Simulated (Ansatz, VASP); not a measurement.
## Two plane-wave programs on In

```
In
1.0
     3.25831    0.00000    0.00000
    -1.62915    2.82178    0.00000
     0.00000    0.00000    3.10130
In
1
Direct
  0.00000 0.00000 0.00000
```

Alike in both runs: functional PBE; k mesh 21 × 21 × 18; occupations gaussian, width 0.1 eV; no spin polarisation.

Ansatz relaxed the structure, and its values are those at the end. VASP's run is a single point on that final structure, the one shown.

|  | VASP | Ansatz |
| --- | --- | --- |
| version | VASP 6.6.1 | Ansatz 0.2.0 |
| potentials or method | VASP PAW PBE potentials, release 64 (In_d), cutoff 520 eV | scalar-relativistic, plane waves, PAW |
| valence electrons in the cell | 13 | 13 |

```tsv
	VASP	Ansatz	Ansatz less VASP
gap on the k mesh at the Fermi level (eV)	none	none	-
pressure (GPa)	0.0	0.0	+0.03
```

A gap of «none» marks a metal or a gap that the smearing closes. The functional is the same, so the differences come from potentials, cutoffs and numerics.
